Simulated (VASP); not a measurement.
Here is a VASP 6.6.1 calculation.

File INCAR:

```
  PREC = Accurate
  ENCUT = 520
  EDIFF = 1E-7
  ISMEAR = 0
  SIGMA = 0.05
  LREAL = False
  LASPH = True
  NELM = 60
  ALGO = Normal
  ISIF = 2
  LWAVE = False
  LCHARG = False
  GGA = CA
  NBANDS = 36
```

File KPOINTS:

```
regular mesh
0
Gamma
  6 6 6
```

POSCAR

```
Ge
1.0
    0.0000000000      2.8857400000      5.1156650000
    2.6304970000      0.0000000000      5.1156650000
    2.6304970000      2.8857400000      0.0000000000
Ge
4
Direct
    0.7818670000      0.7818670000      0.2181330000
    0.2181330000      0.2181330000      0.7818670000
    0.2735100000      0.7264900000      0.2735100000
    0.7264900000      0.2735100000      0.7264900000
```

Potentials or basis: VASP PAW LDA potentials, release 64 (Ge_d).

Run with:

```bash
$ cat potpaw_LDA.64/Ge_d/POTCAR > POTCAR
$ mpirun -np 1 vasp_std > vasp.out
```

(1) What does it give for the largest force?

(2) What does it give for the pressure?

(3) Predict the band gap on the k mesh.

Results:

(1) 0.042 eV/Å.

(2) -4.9 GPa.

(3) zero (band 28 reaches 7.44 eV, above the bottom of band 29 at 4.22 eV).
